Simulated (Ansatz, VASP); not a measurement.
# Ga2O3 in VASP and in Ansatz

Contents of POSCAR:

```
Ga2O3
1.0
    2.4922617722      1.4389080051      4.3462197250
   -2.4922617722      1.4389080051      4.3462197250
    0.0000000000     -2.8778160102      4.3462197250
Ga O
4 6
Direct
    0.8566472198      0.8566472198      0.8566472198
    0.6433527802      0.6433527802      0.6433527802
    0.1433527802      0.1433527802      0.1433527802
    0.3566472198      0.3566472198      0.3566472198
    0.7500000000      0.4468176584      0.0531823416
    0.4468176584      0.0531823416      0.7500000000
    0.0531823416      0.7500000000      0.4468176584
    0.2500000000      0.5531823416      0.9468176584
    0.9468176584      0.2500000000      0.5531823416
    0.5531823416      0.9468176584      0.2500000000
```

The input INCAR.step1:

```
SYSTEM = Ga2O3
  PREC = Accurate
  ENCUT = 520
  ISMEAR = 0
  SIGMA = 0.01
  LREAL = .False.
  LASPH = .True.
  NELM = 100
  NBANDS = 55
  GGA = PE
  ALGO = Normal
  EDIFF = 1E-4
  LWAVE = .True.
  LCHARG = .False.
```

The input INCAR.step2:

```
SYSTEM = Ga2O3
  PREC = Accurate
  ENCUT = 520
  EDIFF = 1E-6
  ISMEAR = 0
  SIGMA = 0.01
  LREAL = .False.
  LASPH = .True.
  NELM = 100
  ALGO = Normal
  ISIF = 2
  LWAVE = .False.
  LCHARG = .False.
  METAGGA = R2SCAN
  LMIXTAU = .True.
  NBANDS = 55
  ISTART = 1
```

KPOINTS

```
Automatic mesh
0
Gamma
  6 6 6
  0 0 0
```

Input for Ansatz:

```yaml
crystal:
  lattice:
    - [2.4922617722, 1.4389080051, 4.346219725]
    - [-2.4922617722, 1.4389080051, 4.346219725]
    - [0.0, -2.8778160102, 4.346219725]
  atoms:
    - { symbol: Ga, position: [0.8566472198, 0.8566472198, 0.8566472198] }
    - { symbol: Ga, position: [0.6433527802, 0.6433527802, 0.6433527802] }
    - { symbol: Ga, position: [0.1433527802, 0.1433527802, 0.1433527802] }
    - { symbol: Ga, position: [0.3566472198, 0.3566472198, 0.3566472198] }
    - { symbol: O, position: [0.75, 0.4468176584, 0.0531823416] }
    - { symbol: O, position: [0.4468176584, 0.0531823416, 0.75] }
    - { symbol: O, position: [0.0531823416, 0.75, 0.4468176584] }
    - { symbol: O, position: [0.25, 0.5531823416, 0.9468176584] }
    - { symbol: O, position: [0.9468176584, 0.25, 0.5531823416] }
    - { symbol: O, position: [0.5531823416, 0.9468176584, 0.25] }
kpoints:
  mp_grid: { grid: [6, 6, 6] }
  band_path:
    path:
      - [0.0, 0.0, 0.0]
      - [0.5, 0.5, 0.5]
      - [0.7645798177, 0.2354201823, 0.5]
      - [0.5, -0.2354201823, 0.2354201823]
      - [0.5, 0.0, 0.0]
      - [0.3677100911, -0.3677100911, 0.0]
      - [0.6322899089, 0.0, 0.3677100911]
      - [0.5, 0.0, 0.5]
      - [0.0, 0.161458, -0.161458]
    npoints: 1
hamiltonian:
  xc: r2scan
scf:
  occupations: { method: fixed }
  n_extra_bands: 6
output:
  forces: true
  stress: true
  eigenvalues: true
```

Change from the starting cell: uniaxial_z strain -3.0%.

Alike in both runs: task single point; functional r2SCAN; k mesh 6 × 6 × 6; no spin polarisation.

|  | VASP | Ansatz |
| --- | --- | --- |
| version | VASP 6.6.1 | Ansatz 0.2.0 |
| potentials or method | VASP PAW PBE potentials, release 64 (Ga_d, O) | plane waves, PAW |
| plane-wave cutoff (eV) | 520 | 500 |
| occupations | gaussian, width 0.01 eV | fixed |
| valence electrons in the cell | 88 | 88 |

```tsv
	VASP	Ansatz	Ansatz less VASP
gap on the k mesh at the Fermi level (eV)	3.80	3.81	+0.007
pressure (GPa)	9.2	7.0	-2.14
traceless stress, the component that is largest in VASP (GPa)	4.28	4.81	+0.532
rms of the force components (eV/Å)	0.020	0.000	-0.0195
```

VASP's potentials were made for PBE, not for r2SCAN. Atom by atom the forces differ by 0.020 eV/Å (rms over components).
